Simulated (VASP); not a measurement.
## H8C2O: single point with PBE+D3(BJ)

The system is H8C2O.

```
H C O
1.0
     6.97623   -0.46916   -0.41336
    -0.46916    7.00357    0.84537
    -0.41336    0.84537    6.87515
H C O
24 6 3
Direct
  0.75963 0.04145 0.37530
  0.74632 0.02640 0.49191
  0.34531 0.59553 0.64474
  0.25234 0.55608 0.58045
  0.09225 0.90980 0.83278
  0.08956 0.79986 0.85444
  0.37598 0.03096 0.66763
  0.54794 0.34065 0.75567
  0.60065 0.26083 0.53616
  0.90328 0.35180 0.74542
  0.80094 0.19373 0.96615
  0.86585 0.08561 0.77129
  0.43766 0.81017 0.95040
  0.71959 0.83884 0.11193
  0.73841 0.63901 0.99115
  0.85668 0.59727 0.35345
  0.61768 0.61423 0.40281
  0.67451 0.41255 0.30212
  0.26769 0.52020 0.13573
  0.41367 0.23207 0.20624
  0.27413 0.23799 0.98509
  0.22546 0.90483 0.28425
  0.15102 0.06711 0.41387
  0.00038 0.00001 0.19103
  0.81274 0.20814 0.80539
  0.60505 0.21707 0.71014
  0.69883 0.56382 0.30547
  0.66083 0.69175 0.10021
  0.15352 0.04157 0.26141
  0.26145 0.23014 0.14934
  0.49378 0.02441 0.75816
  0.44857 0.68656 0.05735
  0.18272 0.39685 0.19699
```

```json
{
  "Program": "VASP 6.6.1",
  "Task": "single point",
  "Functional": "PBE",
  "Dispersion": "D3(BJ)",
  "Potentials or basis": "VASP PAW PBE potentials, release 64 (H, C, O)",
  "Cutoff": "520 eV",
  "k mesh": "1 × 1 × 1",
  "Occupations": "fermi-dirac, width 0.05 eV",
  "Spin": "no spin polarisation",
  "Dipole correction": "no",
  "Further INCAR settings": "LREAL = Auto; ALGO = Normal; EDIFF = 1e-07; NBANDS = 55"
}
```

```
Pressure                   : -2.4 GPa
Largest force              : 2.318 eV/Å
Band gap on the k mesh     : 5.26 eV
Dispersion energy per atom : -0.037 eV
```

Forces on the atoms (eV/Å):
```
H   -0.221 -0.017  1.345
H    0.187 -0.107 -1.428
H   -1.006 -0.405 -0.641
H    0.942  0.445  0.614
H    0.006 -0.062  0.018
H   -0.004 -0.001 -0.035
H   -0.077 -0.025 -0.068
H   -0.182 -1.052 -0.249
H   -0.067 -0.206  2.004
H   -0.503 -0.942  0.339
H    0.679 -0.243 -0.215
H    0.631 -0.502  0.101
H   -0.207 -0.514  0.394
H    0.137  0.581 -0.454
H   -0.910  0.644  0.404
H   -0.545 -0.290 -0.088
H   -0.357 -0.359  0.511
H   -0.345 -0.932  0.147
H   -0.342 -0.946  0.381
H    0.479  0.080  0.429
H   -0.921  0.311  0.821
H    0.062  0.758 -0.258
H   -0.478 -0.302 -0.440
H    1.182  0.712  0.743
C   -0.904  1.325  0.093
C    0.091  1.087 -2.045
C    1.682  1.354 -0.109
C   -0.389 -0.987  0.031
C   -0.673 -0.818  0.022
C   -0.203  0.632 -0.248
O    0.001  0.519  0.329
O    1.382  1.021 -1.119
O    0.875 -0.760 -1.327
```

Stress tensor (GPa, compression positive):
```
-2.10 -0.53  0.70
-0.53 -2.31 -1.72
 0.70 -1.72 -2.71
```

Levels at points of the mesh, in eV from the valence-band top:
```
           k point  band 30  band 31  band 32  band 33  band 34  band 35  band 36  band 37
(0.00, 0.00, 0.00)    -1.67    -1.07    -0.82     0.00     5.26     5.62     5.85     6.03
```

Wall time 28 s on 1 thread of Intel(R) Xeon(R) 6975P-C (Granite Rapids), on a shared host, peak memory 0.35 GiB.

Caveat: the k points lie up to 0.94 Å⁻¹ apart; the atoms stand as in a frame of molecular dynamics.
